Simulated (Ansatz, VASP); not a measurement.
Two plane-wave programs on Si3N4

```
Si N
1.0
     0.00000    3.83825    3.83825
     3.83825    0.00000    3.83825
     3.83825    3.83825    0.00000
Si N
6 8
Direct
  0.12500 0.12500 0.12500
  0.62500 0.12500 0.12500
  0.12500 0.12500 0.62500
  0.12500 0.62500 0.12500
  0.50000 0.50000 0.50000
  0.75000 0.75000 0.75000
  0.88240 0.88240 0.88240
  0.89720 0.36760 0.36760
  0.88240 0.88240 0.35280
  0.36760 0.89720 0.36760
  0.35280 0.88240 0.88240
  0.36760 0.36760 0.36760
  0.88240 0.35280 0.88240
  0.36760 0.36760 0.89720
```

Alike in both runs: task electric field gradients; functional PBE; k mesh 6 × 6 × 6; occupations fermi-dirac, width 0.02 eV; no spin polarisation.

```csv
,VASP,Ansatz
version,VASP 6.6.1,Ansatz 0.2.0
potentials or method,"VASP PAW PBE potentials, release 64 (Si, N)","plane-wave PAW, scalar-relativistic"
plane-wave cutoff (eV),520,420
valence electrons in the cell,64,64
```

```csv
,VASP,Ansatz,Ansatz less VASP
gap on the k mesh at the Fermi level (eV),3.51,3.52,+0.012
pressure (GPa),13.9,14.2,+0.21
rms of the force components (eV/Å),0.056,0.053,-0.0034
size of Vzz on the site where it differs most (V/Å²),26.6,29.2,+2.61
```

Atom by atom the forces differ by 0.003 eV/Å (rms over components).
